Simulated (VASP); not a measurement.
Write the native input for VASP 6.6.1 that does the following.

```
Task                   : single point
Functional             : PBE
Potentials or basis    : VASP PAW PBE potentials, release 64 (In_d, Se)
Cutoff                 : 520 eV
k mesh                 : 12 × 12 × 2
Occupations            : gaussian, width 0.05 eV
Spin                   : no spin polarisation
Dipole correction      : no
Further INCAR settings : ALGO = Normal; EDIFF = 1e-06; NBANDS = 48
```

The structure of InSe lies in POSCAR:

```
InSe
1.0
    4.4167984050      0.0000000000      0.0000000000
   -2.2083992025      3.8250596221      0.0000000000
    0.0000000000      0.0000000000     16.9307742562
In Se
4 4
Direct
    0.3333333333      0.6666666667      0.1732335410
    0.6666666667      0.3333333333      0.6732335410
    0.3333333333      0.6666666667      0.3267664590
    0.6666666667      0.3333333333      0.8267664590
    0.3333333333      0.6666666667      0.6041695146
    0.6666666667      0.3333333333      0.1041695146
    0.3333333333      0.6666666667      0.8958304854
    0.6666666667      0.3333333333      0.3958304854
```

This cell differs from its parent crystal: strain +0.080 along x and y, -0.080 along z.

One way to write it, as run:

INCAR

```
  PREC = Accurate
  ENCUT = 520
  EDIFF = 1E-6
  ISMEAR = 0
  SIGMA = 0.05
  LREAL = F
  LASPH = T
  NELM = 100
  ALGO = Normal
  ISIF = 2
  LWAVE = F
  LCHARG = F
  GGA = PE
  NBANDS = 48
```

KPOINTS

```
Automatic mesh
0
Gamma
  12 12 2
```

Potentials or basis: VASP PAW PBE potentials, release 64 (In_d, Se).

Launch:

```console
$ cat potpaw_PBE.64/In_d/POTCAR potpaw_PBE.64/Se/POTCAR > POTCAR
$ mpirun -np 1 vasp_std > vasp.out
```

It gave:

```
Pressure               : -2.1 GPa
Largest force          : 1.954 eV/Å
Band gap on the k mesh : 0.03 eV (least direct gap 0.24 eV)
```

Caveat: the cell differs from its parent crystal (strain +0.080 along x and y, -0.080 along z); the stress differs along the axes, from -5 to 4 GPa; the smearing spreads over this small gap; spin-orbit coupling is left out, which moves the levels of the heavy elements; this functional lacks dispersion, which binds layers or chains, so the pressure and a relaxed spacing across them are unreliable; forces of over 1 eV/Å act on the atoms, so gaps and moduli don't describe the material at rest.

It took 6.3 min on 1 thread of Intel(R) Xeon(R) 6975P-C (Granite Rapids), on a shared host, peak memory 0.66 GiB.
